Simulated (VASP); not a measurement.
# Mg (P6_3/mmc) in VASP: notebook, part 3 of 3

VASP 6.6.1. The steps go on from the part before.

## (6) Electric field gradients, PBEsol (21.84 Å³/atom)

This run uses another cell than the first one, of 21.84 Å³/atom.

INCAR

```
PREC = Accurate ; ENCUT = 520
EDIFF = 1E-8 ; ISMEAR = -1
SIGMA = 0.08 ; LREAL = F
LASPH = T ; NELM = 80
ALGO = Normal ; ISIF = 2
LWAVE = F ; LCHARG = F
GGA = PS ; LEFG = T
NBANDS = 9
```

KPOINTS

```
Automatic mesh
0
Gamma
  12 12 7
```

POSCAR

```
Mg
1.0
    3.1437578123      0.0000000000      0.0000000000
   -1.5718789061      2.7225741288      0.0000000000
    0.0000000000      0.0000000000      5.1039668898
Mg
2
Direct
    0.3333333333      0.6666666667      0.2500000000
    0.6666666667      0.3333333333      0.7500000000
```

Potentials or basis: VASP PAW PBE potentials, release 64 (Mg).

On the command line:

```console
$ cat potpaw_PBE.64/Mg/POTCAR > POTCAR
$ mpirun -np 1 vasp_std > vasp.out
```

OUTCAR:

```text
PREC = Accurate
   ENCUT = 520
   EDIFF = 1E-8
   ISMEAR = -1
   LREAL = F
   LASPH = T
   NELM = 80
   ISIF = 2
   GGA = PS

 ion  position               nearest neighbor table
   1  0.333  0.667  0.250-   2 3.13   2 3.13   2 3.13   2 3.13   2 3.13   2 3.13
   2  0.667  0.333  0.750-   1 3.13   1 3.13   1 3.13   1 3.13   1 3.13   1 3.13

  LATTYP: Found a hexagonal cell.
 ALAT       =     3.1437578123
 C/A-ratio  =     1.6235242008

  Lattice vectors:

 A1 = (   3.1437578123,   0.0000000000,   0.0000000000)
 A2 = (  -1.5718789061,   2.7225741288,   0.0000000000)
 A3 = (   0.0000000000,   0.0000000000,   5.1039668898)

Analysis of symmetry for initial positions (statically):
=====================================================================
 Subroutine PRICEL returns:
 Original cell was already a primitive cell.

 Routine SETGRP: Setting up the symmetry group for a
[... 479 lines left out ...]
  energy-cutoff  :      520.00
  volume of cell :       43.69
      direct lattice vectors                 reciprocal lattice vectors
     3.143757812  0.000000000  0.000000000     0.318090661  0.183649729  0.000000000
    -1.571878906  2.722574129  0.000000000     0.000000000  0.367299457  0.000000000
     0.000000000  0.000000000  5.103966890     0.000000000  0.000000000  0.195926036

 POSITION                                       TOTAL-FORCE (eV/Angst)
 -----------------------------------------------------------------------------------
     -0.00000      1.81505      1.27599         0.000000     -0.000000      0.000000
      1.57188      0.90752      3.82798        -0.000000      0.000000      0.000000
 -----------------------------------------------------------------------------------
    total drift:                                0.000000     -0.000000      0.000000

  FREE ENERGIE OF THE ION-ELECTRON SYSTEM (eV)
  ---------------------------------------------------
  free  energy   TOTEN  =        -3.4519689349 eV

  energy  without entropy=       -3.4352416934  energy(sigma->0) =       -3.44360531

 Electric field gradients (V/A^2)
---------------------------------------------------------------------
 ion       V_xx      V_yy      V_zz      V_xy      V_xz      V_yz
---------------------------------------------------------------------
   1      -0.497    -0.497     0.994    -0.000    -0.000     0.000
   2      -0.497    -0.497     0.994    -0.000     0.000    -0.000
---------------------------------------------------------------------

 Electric field gradients after diagonalization (V/A^2)
 (convention: |V_zz| > |V_xx| > |V_yy|)
----------------------------------------------------------------------
 ion       V_xx      V_yy      V_zz     asymmetry (V_yy - V_xx)/ V_zz
----------------------------------------------------------------------
   1      -0.497    -0.497     0.994       0.000
   2      -0.497    -0.497     0.994       0.000
----------------------------------------------------------------------

           NMR quadrupolar parameters

 Cq : quadrupolar parameter    Cq=e*Q*V_zz/h
 eta: asymmetry parameters     (V_yy - V_xx)/ V_zz
 Q  : nuclear electric quadrupole moment in mb (millibarn)
----------------------------------------------------------------------
 ion       Cq(MHz)       eta       Q (mb)
----------------------------------------------------------------------
   1       0.002       0.000       1.000
   2       0.002       0.000       1.000
----------------------------------------------------------------------
```

OSZICAR:

```text
N       E                     dE             d eps       ncg     rms          rms(c)
DAV:   1    -0.675449575958E+00   -0.67545E+00   -0.13139E+03  1368   0.316E+02
DAV:   2    -0.343117370624E+01   -0.27557E+01   -0.26017E+01  1822   0.266E+01
DAV:   3    -0.347204051269E+01   -0.40867E-01   -0.40715E-01  1801   0.273E+00
DAV:   4    -0.347217203026E+01   -0.13152E-03   -0.13151E-03  1751   0.146E-01
DAV:   5    -0.347217259301E+01   -0.56275E-06   -0.56256E-06  1745   0.987E-03    0.959E-01
DAV:   6    -0.346147595187E+01    0.10697E-01   -0.48828E-04  1643   0.145E-01    0.610E-01
DAV:   7    -0.345196607693E+01    0.95099E-02   -0.20287E-03  1414   0.261E-01    0.307E-02
DAV:   8    -0.345196929856E+01   -0.32216E-05   -0.17418E-05  1952   0.251E-02    0.628E-03
DAV:   9    -0.345196905033E+01    0.24823E-06   -0.88606E-07  1512   0.414E-03    0.564E-04
DAV:  10    -0.345196894285E+01    0.10748E-06   -0.42879E-09  1775   0.344E-04    0.147E-04
DAV:  11    -0.345196893486E+01    0.79881E-08   -0.27842E-10   906   0.122E-04
   1 F= -.34519689E+01 E0= -.34436053E+01  d E =-.167272E-01
```

It took 7.5 s on 1 thread of Intel Xeon 6975P-C (Granite Rapids), shared host; peak memory 0.17 GiB.

Results:

| Item | Value |
| --- | --- |
| Free energy | -3.4520 eV |
| Pressure | 1.2 GPa |
| Band gap on the k mesh | zero (bands 2 and 3 overlap by 2.25 eV) |
| Largest electric field gradient by atom | Mg +1.0 V/Å² |

Levels at points of the mesh, in eV from the Fermi level:
```
           k point  band 1  band 2  band 3  band 4  band 5
(0.00, 0.00, 0.00)   -7.10   -1.72   -1.19   11.26   11.26
(0.50, 0.00, 0.00)   -2.19   -2.13    2.78    3.08    3.47
```

Electric field gradients, principal values (V/Å²):
```tsv
atom	least	middle	greatest (by size)
1 Mg	-0.497	-0.497	0.994
2 Mg	-0.497	-0.497	0.994
```

Caveat: without QUAD_EFG the Cq values of the log hold for a quadrupole moment of 1 mb, not for the nuclei; the PAW data sets were made with another functional, which shifts forces and pressure a little.

## (7) Overview

| cell | gap on the mesh (eV) | pressure (GPa) |
| --- | --- | --- |
| a = 3.220, b = 3.220, c = 5.228 Å, angles 90.0, 90.0, 120.0°, 2 atoms | none | -1.5 |
| a = 3.252, b = 3.252, c = 5.279 Å, angles 90.0, 90.0, 120.0°, 2 atoms | none | -2.4 |
| a = 3.144, b = 3.144, c = 5.105 Å, angles 90.0, 90.0, 120.0°, 2 atoms | none | 1.1 |
| a = 3.144, b = 3.144, c = 5.104 Å, angles 90.0, 90.0, 120.0°, 2 atoms | none | 1.2 |

Alike in all rows: task electric field gradients; level PBEsol; potentials or basis VASP PAW PBE potentials, release 64 (Mg); no spin polarisation; k mesh 12 × 12 × 7; cutoff (eV) 520; smearing fermi-dirac 0.08 eV.

Caveats: the PAW data sets were made with another functional, which shifts forces and pressure a little.

Total energies depend on the potentials used, so only differences within one code and one set of settings carry meaning.
